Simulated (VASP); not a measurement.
Write the native input for VASP 6.6.1 that does the following.

```
Task                   : single point
Functional             : LDA
Potentials or basis    : VASP PAW LDA potentials, release 64 (Cu)
Cutoff                 : 520 eV
k mesh                 : 20 × 20 × 20
Occupations            : fermi-dirac, width 0.15 eV
Spin                   : no spin polarisation
Dipole correction      : no
Further INCAR settings : ALGO = Normal; EDIFF = 1e-06; NBANDS = 12
```

The structure of Cu lies in POSCAR:

```
Cu
1.0
    0.0000000000      1.7591975014      1.7591975014
    1.7591975014      0.0000000000      1.7591975014
    1.7591975014      1.7591975014      0.0000000000
Cu
1
Direct
    0.0000000000      0.0000000000      0.0000000000
```

The input as run:

INCAR

```
PREC = Accurate
ENCUT = 520
EDIFF = 1E-6
ISMEAR = -1
SIGMA = 0.15
LREAL = False
LASPH = True
NELM = 80
ALGO = Normal
ISIF = 2
LWAVE = False
LCHARG = False
NBANDS = 12
```

KPOINTS

```
Automatic mesh
0
Gamma
  20 20 20
```

Potentials or basis: VASP PAW LDA potentials, release 64 (Cu).

Launch:

```sh
$ cat potpaw_LDA.64/Cu/POTCAR > POTCAR
$ mpirun -np 1 vasp_std > vasp.out
```

It gave:

```yaml
Pressure: 0.9 GPa
```

It took 48 s on 1 thread of Intel Xeon 8259CL, with other jobs on the host, peak memory 0.14 GiB.
